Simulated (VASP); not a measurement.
Write the native input for VASP 6.6.1 that does the following.

| Property | Result |
| --- | --- |
| Task | single point |
| Functional | PBE |
| Potentials or basis | VASP PAW PBE potentials, release 64 (B, Al, P) |
| Cutoff | 520 eV |
| k mesh | 8 × 6 × 6 |
| Occupations | fermi-dirac, width 0.02 eV |
| Spin | no spin polarisation |
| Dipole correction | no |
| Further INCAR settings | ALGO = Normal; EDIFF = 1e-07; NBANDS = 26 |

The structure of AlB3P4 lies in POSCAR:

```
AlB3P4
1.0
    3.3576479512      0.0000000000      0.0000000000
    0.0000000000      3.4094257494      4.8566484134
    0.0000000000     -3.4094257494      4.8566484134
B Al P
3 1 4
Direct
    0.0000000000     -0.0027745566     -0.0027745566
    0.5000000000     -0.0034290975      0.5051230324
    0.5000000000      0.5051230324     -0.0034290975
    0.0000000000      0.4983363999      0.4983363999
    0.5000000000      0.1234895587      0.1234895587
    0.0000000000      0.0970586964      0.6351993023
    0.0000000000      0.6351993023      0.0970586964
    0.5000000000      0.6469966646      0.6469966646
```

One way to write it, as run:

INCAR

```
SYSTEM = AlB3P4
ALGO     = Normal         ! electronic algorithm
EDIFF    = 1E-7           ! SCF threshold, eV
ENCUT    = 520            ! plane-wave cutoff, eV
GGA      = PE             ! functional
ISIF     = 2              ! what is computed and relaxed
ISMEAR   = -1             ! smearing method
LASPH    = .TRUE.         ! aspherical terms in the spheres
LCHARG   = .FALSE.        ! write CHGCAR
LREAL    = .FALSE.        ! projectors in reciprocal space
LWAVE    = .FALSE.        ! write WAVECAR
NBANDS   = 26             ! bands
NELM     = 80             ! most SCF steps
PREC     = Accurate       ! precision mode
SIGMA    = 0.02           ! smearing width, eV
```

KPOINTS

```
k-points
0
G
  8 6 6
  0 0 0
```

Potentials or basis: VASP PAW PBE potentials, release 64 (B, Al, P).

Command:

```sh
$ cat potpaw_PBE.64/B/POTCAR potpaw_PBE.64/Al/POTCAR potpaw_PBE.64/P/POTCAR > POTCAR
$ mpirun -np 1 vasp_std > vasp.out
```

It gave:

- Pressure: 1.0 GPa
- Largest force: 0.182 eV/Å
- Band gap on the k mesh: 0.49 eV, indirect (least direct gap 0.62 eV)

Run time: 3 min on 1 thread of Intel Xeon 6975P-C, on a shared host, peak memory 0.34 GiB.
